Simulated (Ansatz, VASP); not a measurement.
# Two plane-wave programs on Al5H

```
Al H
1.0
     5.04416    0.00000    0.00000
    -2.52208    4.36837    0.00000
     0.00000    0.00000    4.02691
Al H
5 1
Direct
  0.00000 0.50000 0.50000
  0.33333 0.66667 0.00000
  0.66667 0.33333 0.00000
  0.50000 0.00000 0.50000
  0.50000 0.50000 0.50000
  0.00000 0.00000 0.00000
```

Change from the starting cell: species swapped into the CeFe5 type (P6/mmm, No. 191).

Alike in both runs: task single point; functional PBE; k mesh 6 × 6 × 4; occupations gaussian, width 0.1 eV; no spin polarisation.

|  | VASP | Ansatz |
| --- | --- | --- |
| version | VASP 6.6.1 | Ansatz 0.2.0 |
| potentials or method | VASP PAW PBE potentials, release 64 (Al, H), cutoff 520 eV | scalar-relativistic, plane waves, PAW |
| valence electrons in the cell | 16 | 16 |

VASP gave:

```
gap on the k mesh at the Fermi level (eV)                     : none
pressure (GPa)                                                : 22.7
traceless stress, the component that is largest in VASP (GPa) : 14.79
```

Question: Which values does Ansatz return?

Answer: gap on the k mesh at the Fermi level (eV): none; pressure (GPa): 22.7; traceless stress, the component that is largest in VASP (GPa): 14.77.

A gap of «none» marks a metal or a gap that the smearing closes.

The k mesh is coarse, so the values compare programs but aren't converged.
